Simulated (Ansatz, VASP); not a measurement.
## Two plane-wave programs on Pb3O2

```
CELL_PARAMETERS angstrom
6.72987 0.00000 0.00000
-3.36494 5.82824 0.00000
0.00000 0.00000 3.58690
ATOMIC_POSITIONS crystal
Pb 0.50000 0.00000 0.81375
Pb 0.00000 0.50000 0.81375
Pb 0.50000 0.50000 0.81375
O 0.66667 0.33333 0.39118
O 0.33333 0.66667 0.39118
```

Alike in both runs: task relaxation of cell and atoms; functional PBE; k mesh 6 × 6 × 10; occupations gaussian, width 0.1 eV; no spin polarisation.

|  | VASP | Ansatz |
| --- | --- | --- |
| version | VASP 6.6.1 | Ansatz 0.2.0 |
| potentials or method | VASP PAW PBE potentials, release 64 (Pb_d, O), cutoff 600 eV | scalar-relativistic, plane waves, PAW |
| valence electrons in the cell | 54 | 54 |

```csv
,VASP,Ansatz,Ansatz less VASP
"gap on the k mesh at the Fermi level, each at its own relaxed structure (eV)",none,none,-
relaxed volume (Å³/atom),28.67,28.77,+0.107
relaxed cell length with the largest relative difference (Å),3.572,3.586,+0.0138
```

A gap of «none» marks a metal or a gap that the smearing closes.

Neither program's run includes spin-orbit coupling.
